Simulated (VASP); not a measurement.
The system is MgO.

```
Mg O
1.0
    -0.05598    2.10925    2.10925
     2.10925   -0.05598    2.10925
     2.10925    2.10925   -0.05598
Mg O
1 1
Direct
  0.00000 0.00000 0.00000
  0.50000 0.50000 0.50000
```

This cell differs from its parent crystal: epitaxial 111 strain +3.0%.

Base run:

| Item | Value |
| --- | --- |
| Program | VASP 6.6.1 |
| Functional | r2SCAN |
| Potentials or basis | VASP PAW PBE potentials, release 64 (Mg, O) |
| Cutoff | 520 eV |
| k mesh | 10 × 10 × 10 |
| Occupations | gaussian, width 0.01 eV |
| Spin | no spin polarisation |

Its results: band gap on the k mesh 4.96 eV, direct; pressure -8.5 GPa.

**Question.** The run is repeated on the same cell with these changes: functional from r2SCAN to PBE; occupations from gaussian, width 0.01 eV to fermi-dirac, width 0.02 eV. What comes out?

**Answer.** Band gap on the k mesh 4.11 eV, direct; pressure -2.8 GPa.

Caveats: the PAW data sets were made with another functional, which shifts forces and pressure a little (some runs).

